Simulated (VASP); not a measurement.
Wanted: the native input for a VASP 6.6.1 run.

```
Task                   : single point
Functional             : PBE
Potentials or basis    : VASP PAW PBE potentials, release 64 (Nb_sv)
Cutoff                 : 520 eV
k mesh                 : 20 × 20 × 20
Occupations            : gaussian, width 0.15 eV
Spin                   : no spin polarisation
Dipole correction      : no
Further INCAR settings : ALGO = Fast; EDIFF = 1e-06; NBANDS = 12
```

The structure of Nb lies in POSCAR:

```
Nb
1.0
   -1.7055487500      1.7055487500      1.6223512500
    1.7055487500     -1.7055487500      1.6223512500
    1.7055487500      1.7055487500     -1.6223512500
Nb
1
Direct
    0.0000000000      0.0000000000      0.0000000000
```

This cell differs from its parent crystal: strain +0.025 along x and y, -0.025 along z.

The input as run:

INCAR

```
  ALGO = Fast
  EDIFF = 1E-6
  ENCUT = 520
  GGA = PE
  ISIF = 2
  ISMEAR = 0
  LASPH = T
  LCHARG = F
  LREAL = F
  LWAVE = F
  NBANDS = 12
  NELM = 100
  PREC = Accurate
  SIGMA = 0.15
```

KPOINTS

```
k-points
0
Gamma
  20 20 20
```

Potentials or basis: VASP PAW PBE potentials, release 64 (Nb_sv).

Run with:

```bash
$ cat potpaw_PBE.64/Nb_sv/POTCAR > POTCAR
$ mpirun -np 1 vasp_std > vasp.out
```

It gave:

```json
{"Pressure": "-6.5 GPa"}
```

Caveat: the cell differs from its parent crystal (strain +0.025 along x and y, -0.025 along z).

Wall time 2.6 min on 1 thread of Intel(R) Xeon(R) Platinum 8259CL CPU @ 2.50GHz (Skylake/Cascade Lake), with other jobs on the host, peak memory 0.26 GiB.
